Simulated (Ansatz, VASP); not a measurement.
## Two plane-wave programs on CaO

```
Ca O
1.0
     0.00000    2.53349    2.33484
     2.53349    0.00000    2.33484
     2.53349    2.53349    0.00000
Ca O
1 1
Direct
  0.00000 0.00000 0.00000
  0.50000 0.50000 0.50000
```

Change from the starting cell: epitaxial_xy strain +5.7%.

Alike in both runs: task single point; functional r2SCAN; k mesh 10 × 10 × 10; no spin polarisation.

|  | VASP | Ansatz |
| --- | --- | --- |
| version | VASP 6.6.1 | Ansatz 0.2.0 |
| potentials or method | VASP PAW PBE potentials, release 64 (Ca_sv, O) | plane waves, PAW |
| plane-wave cutoff (eV) | 520 | 500 |
| occupations | gaussian, width 0.01 eV | fixed |
| valence electrons in the cell | 16 | 16 |

Ansatz gave:

- gap on the k mesh at the Fermi level (eV): 3.92
- pressure (GPa): -6.7
- traceless stress, the component that is largest in VASP (GPa): 6.84

What did VASP give for the same quantities?

gap on the k mesh at the Fermi level (eV): 3.91; pressure (GPa): -6.0; traceless stress, the component that is largest in VASP (GPa): 7.42.

VASP's potentials were made for PBE, not for r2SCAN.
